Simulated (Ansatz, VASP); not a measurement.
MgO: VASP beside Ansatz

```
CELL_PARAMETERS angstrom
0.00000 2.10711 2.00175
2.10711 0.00000 2.00175
2.10711 2.10711 0.00000
ATOMIC_POSITIONS crystal
Mg 0.00000 0.00000 0.00000
O 0.50000 0.50000 0.50000
```

Change from the starting cell: strain +0.000 along x and y, -0.050 along z, atoms carried along.

Alike in both runs: task single point; functional PBEsol; k mesh 10 × 10 × 10; occupations gaussian, width 0.05 eV; no spin polarisation.

|  | VASP | Ansatz |
| --- | --- | --- |
| version | VASP 6.6.1 | Ansatz 0.2.0 |
| potentials or method | VASP PAW PBE potentials, release 64 (Mg, O), cutoff 520 eV | scalar-relativistic, plane waves, PAW |
| valence electrons in the cell | 8 | 16 |

VASP gave:

```
gap on the k mesh at the Fermi level (eV)                     : 5.07
least direct gap on the mesh (eV)                             : 5.07
pressure (GPa)                                                : 9.6
traceless stress, the component that is largest in VASP (GPa) : 10.18
```

**Question.** Estimate Ansatz's values.

**Answer.** gap on the k mesh at the Fermi level (eV): 5.07; least direct gap on the mesh (eV): 5.07; pressure (GPa): 10.0; traceless stress, the component that is largest in VASP (GPa): 10.08.

VASP's potentials were made for PBE, not for PBEsol. VASP's potentials hold 8 valence electrons a cell and Ansatz's 16, so a difference there can come from the potentials and not from the codes.
